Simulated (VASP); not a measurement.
Set up this calculation in VASP 6.6.1, as the native input.

```
Task                   : single point
Functional             : PBE
Potentials or basis    : VASP PAW PBE potentials, release 64 (Li_sv, Ca_sv, O)
Cutoff                 : 520 eV
k mesh                 : 6 × 6 × 2
Occupations            : gaussian, width 0.1 eV
Spin                   : no spin polarisation
Dipole correction      : no
Further INCAR settings : ALGO = Normal; EDIFF = 1e-06; NBANDS = 39
```

The structure of Li2CaO2 lies in POSCAR:

```
Li2CaO2
1.0
    3.3607698184      0.0008313449     -0.0004768821
   -1.6796831614      2.9113102662      0.0022501579
   -0.0017080718      0.0076359694     10.9495800729
Li Ca O
4 2 4
Direct
    0.3324942114      0.6660819041      0.4418898256
    0.3344913690      0.6674712973      0.9418119428
    0.6673909596      0.3336924129      0.0583566096
    0.6660486073      0.3327246146      0.5582365377
   -0.0003517680     -0.0003078359      0.2501084092
   -0.0001656628     -0.0002138265      0.7499510521
    0.3335843593      0.6668238364      0.1219148458
    0.3334168028      0.6667574180      0.6219559270
    0.6661341923      0.3330248970      0.3779401002
    0.6669569292      0.3339452820      0.8778347498
```

One way to write it, as run:

INCAR

```
SYSTEM = Li2CaO2
PREC = Accurate
ENCUT = 520
EDIFF = 1E-6
ISMEAR = 0
SIGMA = 0.1
LREAL = .False.
LASPH = .True.
NELM = 100
ALGO = Normal
ISIF = 2
LWAVE = .False.
LCHARG = .False.
GGA = PE
NBANDS = 39
```

KPOINTS

```
regular mesh
0
Gamma
  6 6 2
  0 0 0
```

Potentials or basis: VASP PAW PBE potentials, release 64 (Li_sv, Ca_sv, O).

Command:

```bash
$ cat potpaw_PBE.64/Li_sv/POTCAR potpaw_PBE.64/Ca_sv/POTCAR potpaw_PBE.64/O/POTCAR > POTCAR
$ mpirun -np 1 vasp_std > vasp.out
```

It gave:

```json
{
  "Largest force": "0.055 eV/Å",
  "Band gap on the k mesh": "4.66 eV"
}
```

Run time: 110 s on 1 thread of Intel(R) Xeon(R) 6975P-C (Granite Rapids), with other jobs on the host, peak memory 0.31 GiB.
